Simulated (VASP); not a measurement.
# SrAl2O2: single point with PBE

SrAl2O2:

```
Sr Al O
1.0
    -1.97578    1.97578    6.16676
     1.97578   -1.97578    6.16676
     1.97578    1.97578   -6.16676
Sr Al O
1 2 2
Direct
  0.00000 0.00000 0.00000
  0.75000 0.25000 0.50000
  0.25000 0.75000 0.50000
  0.24163 0.24163 0.00000
  0.75837 0.75837 0.00000
```

The cell was generated, and may not be a known phase.

| Quantity | Value |
| --- | --- |
| Program | VASP 6.6.1 |
| Task | single point |
| Functional | PBE |
| Potentials or basis | VASP PAW PBE potentials, release 64 (Sr_sv, Al, O) |
| Cutoff | 520 eV |
| k mesh | 14 × 14 × 14 |
| Occupations | gaussian, width 0.1 eV |
| Spin | no spin polarisation |

```json
{
  "Pressure": "0.0 GPa",
  "Band gap on the k mesh": "zero (bands 14 and 15 overlap by 1.12 eV)"
}
```

Forces in eV/Å, atoms in the order of the input:
```
Sr   0.000  0.000  0.000
Al   0.000  0.000  0.000
Al   0.000  0.000  0.000
O    0.000  0.000  0.003
O    0.000  0.000 -0.003
```

Levels at points of the mesh, in eV from the Fermi level:
```
           k point  band 10  band 11  band 12  band 13  band 14  band 15  band 16  band 17  band 18  band 19
(0.00, 0.00, 0.00)    -6.26    -6.26    -5.26    -3.75    -0.14     0.22     0.91     1.20     4.05     4.05
(0.50, 0.00, 0.00)    -8.03    -6.37    -6.18    -0.75    -0.16    -0.15     0.88     2.71     3.58     4.15
(0.50, 0.50, 0.00)    -6.02    -6.01    -5.96    -0.60     0.01     0.32     0.79     1.47     2.84     2.92
(0.50, 0.50, 0.50)    -6.27    -6.27    -5.15    -2.74    -1.61    -0.61     2.41     2.97     3.23     3.23
```

It took 24 min on 1 thread of Intel Xeon 8259CL, on a shared host, peak memory 0.74 GiB.
